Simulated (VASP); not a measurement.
**O: single point with r2SCAN**

O:

```
O
1.0
     3.90724    0.00000   -0.05199
     0.00000    3.89169    0.00000
    -1.02904    0.00000    2.83806
O
4
Direct
  0.33544 0.68869 0.67461
  0.66456 0.68869 0.82539
  0.66456 0.31131 0.32539
  0.33544 0.31131 0.17461
```

This cell differs from its parent crystal: epitaxial xy strain -3.3%.

```
Program                : VASP 6.6.1
Task                   : single point
Functional             : r2SCAN
Potentials or basis    : VASP PAW PBE potentials, release 64 (O)
Cutoff                 : 520 eV
k mesh                 : 8 × 6 × 10
Occupations            : gaussian, width 0.01 eV
Spin                   : no spin polarisation
Dipole correction      : no
Further INCAR settings : ALGO = Normal; EDIFF = 1e-06; NBANDS = 20
```

| Item | Value |
| --- | --- |
| Pressure | 5.9 GPa |
| Largest force | 1.459 eV/Å |
| Band gap on the k mesh | 0.79 eV (least direct gap 0.92 eV) |

Forces on the atoms (eV/Å):
```
O   -1.372 -0.007 -0.498
O    1.372 -0.007  0.498
O    1.372  0.007  0.498
O   -1.372  0.007 -0.498
```

Stress tensor (GPa, compression positive):
```
13.73  0.00  4.34
 0.00  1.80  0.00
 4.34  0.00  2.32
```

Levels at points of the mesh, in eV from the valence-band top:
| k point | band 8 | band 9 | band 10 | band 11 | band 12 | band 13 | band 14 | band 15 | band 16 | band 17 |
| --- | --- | --- | --- | --- | --- | --- | --- | --- | --- | --- |
| (0.00, 0.00, 0.00) | -6.87 | -4.94 | -4.89 | -0.74 | -0.65 | 1.90 | 1.94 | 10.10 | 12.18 | 12.46 |
| (0.50, 0.00, 0.00) | -6.32 | -5.04 | -5.02 | -1.26 | -0.29 | 1.97 | 2.17 | 7.85 | 10.94 | 11.56 |
| (0.00, 0.50, 0.00) | -7.14 | -5.50 | -5.26 | -0.54 | 0.00 | 1.12 | 1.66 | 11.30 | 12.23 | 12.53 |
| (0.50, 0.50, 0.00) | -6.65 | -5.54 | -5.37 | -0.19 | -0.13 | 0.79 | 1.95 | 8.77 | 10.16 | 13.13 |
| (0.00, 0.00, 0.50) | -7.22 | -5.39 | -5.39 | -0.98 | -0.98 | 1.66 | 1.66 | 10.83 | 10.83 | 14.03 |
| (0.50, 0.00, 0.50) | -7.05 | -5.37 | -5.37 | -1.04 | -1.04 | 1.62 | 1.62 | 10.58 | 10.58 | 14.20 |
| (0.00, 0.50, 0.50) | -7.29 | -4.57 | -4.57 | -1.59 | -1.59 | 2.36 | 2.36 | 10.91 | 10.91 | 14.20 |
| (0.50, 0.50, 0.50) | -7.10 | -4.57 | -4.57 | -1.68 | -1.68 | 2.35 | 2.35 | 10.70 | 10.70 | 14.37 |

It took 8.3 min on 1 thread of Intel Xeon 8259CL, with other jobs on the host, peak memory 0.23 GiB.

Caveat: the cell differs from its parent crystal (epitaxial xy strain -3.3%); the standard files for N, O and F lose accuracy on very short bonds; spin is off for a triplet molecule; the cell stands under pressure; the PAW data sets were made with another functional, which shifts forces and pressure a little. A k mesh can miss the band edges.
